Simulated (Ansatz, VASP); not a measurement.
**BN in VASP and in Ansatz**

File INCAR:

```
PREC = Accurate
ENCUT = 600
EDIFF = 1E-7
ISMEAR = -1
SIGMA = 0.05
LREAL = False
LASPH = True
NELM = 60
ALGO = Normal
ISIF = 3
LWAVE = False
LCHARG = False
GGA = RP
IVDW = 12
IBRION = 2
NSW = 60
EDIFFG = -0.01
```

KPOINTS

```
regular mesh
0
Gamma
  12 12 4
```

The input POSCAR:

```
BN
1.0
    2.4982400000      0.0000000000      0.0000000000
   -1.2491200000      2.1635393048      0.0000000000
    0.0000000000      0.0000000000      6.6357000000
N B
2 2
Direct
    0.6666666667      0.3333333333      0.2500000000
    0.3333333333      0.6666666667      0.7500000000
    0.6666666667      0.3333333333      0.7500000000
    0.3333333333      0.6666666667      0.2500000000
```

input.yaml

```yaml
crystal:
  lattice:
    - [2.49824, 0.0, 0.0]
    - [-1.24912, 2.1635393048, 0.0]
    - [0.0, 0.0, 6.6357]
  atoms:
    - { symbol: "N", position: [0.6666666667, 0.3333333333, 0.25] }
    - { symbol: "N", position: [0.3333333333, 0.6666666667, 0.75] }
    - { symbol: B, position: [0.6666666667, 0.3333333333, 0.75] }
    - { symbol: B, position: [0.3333333333, 0.6666666667, 0.25] }
hamiltonian:
  xc: rpbe
  pseudopotentials: { kind: paw }
  dispersion: d3bj
kpoints:
  mp_grid: { grid: [12, 12, 4] }
scf:
  occupations: { method: fermi_dirac, width: 0.05 }
output:
  forces: true
  stress: true
  write_density: true
  write_potential: true
  elf: true
  volumetric_format: npy
relax:
  f_tol: 0.01
  max_steps: 40
  cell: { stress_tol: 0.05 }
```

Alike in both runs: task relaxation of cell and atoms; functional RPBE; dispersion D3(BJ); k mesh 12 × 12 × 4; occupations fermi-dirac, width 0.05 eV; no spin polarisation.

|  | VASP | Ansatz |
| --- | --- | --- |
| version | VASP 6.6.1 | Ansatz 0.2.0 |
| potentials or method | VASP PAW PBE potentials, release 64 (N, B) | Ansatz PAW |
| plane-wave cutoff (eV) | 600 | 420 |
| valence electrons in the cell | 16 | 16 |

Ansatz gave:

```
gap on the k mesh at the Fermi level, each at its own relaxed structure (eV) : 4.23
relaxed volume (Å³/atom)                                                     : 8.31
relaxed cell length with the largest relative difference (Å)                 : 6.129
```

**Question.** Estimate VASP's values.

**Answer.** gap on the k mesh at the Fermi level, each at its own relaxed structure (eV): 4.21; relaxed volume (Å³/atom): 8.25; relaxed cell length with the largest relative difference (Å): 6.082.

VASP's potentials were made for PBE, not for RPBE.

Noted on Ansatz's run: the plane-wave basis is chosen anew once the cell has moved, so the energies of steps on either side of that aren't comparable.
